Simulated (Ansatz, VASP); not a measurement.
Ba in VASP and in Ansatz

```
CELL_PARAMETERS angstrom
3.95000 0.00000 0.00000
0.00000 3.95000 0.00000
0.00000 0.00000 3.95000
ATOMIC_POSITIONS crystal
Ba 0.00000 0.00000 0.00000
```

Alike in both runs: task single point; functional PBE; k mesh 13 × 13 × 13; occupations fermi-dirac, width 0.05 eV; no spin polarisation.

|  | VASP | Ansatz |
| --- | --- | --- |
| version | VASP 6.6.1 | Ansatz 0.2.0 |
| potentials or method | VASP PAW PBE potentials, release 64 (Ba_sv), cutoff 520 eV | all-electron LAPW, scalar-relativistic |

```tsv
	VASP	Ansatz	Ansatz less VASP
pressure (GPa)	0.1	0.0	-0.12
```

Ansatz ran all-electron here, and VASP with PAW potentials.

Spin-orbit coupling is off throughout.
